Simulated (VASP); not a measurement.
Write the native input for VASP 6.6.1 that does the following.

- Task: electric field gradients
- Functional: PBEsol
- Potentials or basis: VASP PAW PBE potentials, release 64 (Be)
- Cutoff: 520 eV
- k mesh: 9 × 9 × 14
- Occupations: fermi-dirac, width 0.05 eV
- Spin: no spin polarisation
- Dipole correction: no
- Further INCAR settings: ALGO = Normal; EDIFF = 1e-08; NBANDS = 12

The structure of Be lies in POSCAR:

```
Be
1.0
    3.7592619785      0.0000000000      0.0000000000
    0.0000000000      3.7592619785      0.0000000000
    0.0000000000      0.0000000000      2.2888590590
Be
4
Direct
    0.2974080000      0.2974080000      0.0000000000
    0.7025920000      0.7025920000      0.0000000000
    0.2025920000      0.7974080000      0.5000000000
    0.7974080000      0.2025920000      0.5000000000
```

The input as run:

INCAR

```
ALGO = Normal ; EDIFF = 1E-8
ENCUT = 520 ; GGA = PS
ISIF = 2 ; ISMEAR = -1
LASPH = True ; LCHARG = False
LEFG = True ; LREAL = False
LWAVE = False ; NBANDS = 12
NELM = 60 ; PREC = Accurate
SIGMA = 0.05
```

KPOINTS

```
k-points
0
Gamma
  9 9 14
```

Potentials or basis: VASP PAW PBE potentials, release 64 (Be).

Launch:

```console
$ cat potpaw_PBE.64/Be/POTCAR > POTCAR
$ mpirun -np 1 vasp_std > vasp.out
```

It gave:

* Pressure: -1.9 GPa
* Band gap on the k mesh: zero (bands 4 and 5 overlap by 2.02 eV)
* Largest electric field gradient by atom: Be +1.7 V/Å²

Caveat: without QUAD_EFG the Cq values of the log hold for a quadrupole moment of 1 mb, not for the nuclei; the PAW data sets were made with another functional, which shifts forces and pressure a little.

Wall time 42 s on 1 thread of Intel Xeon 8259CL (shared host), peak memory 0.16 GiB.
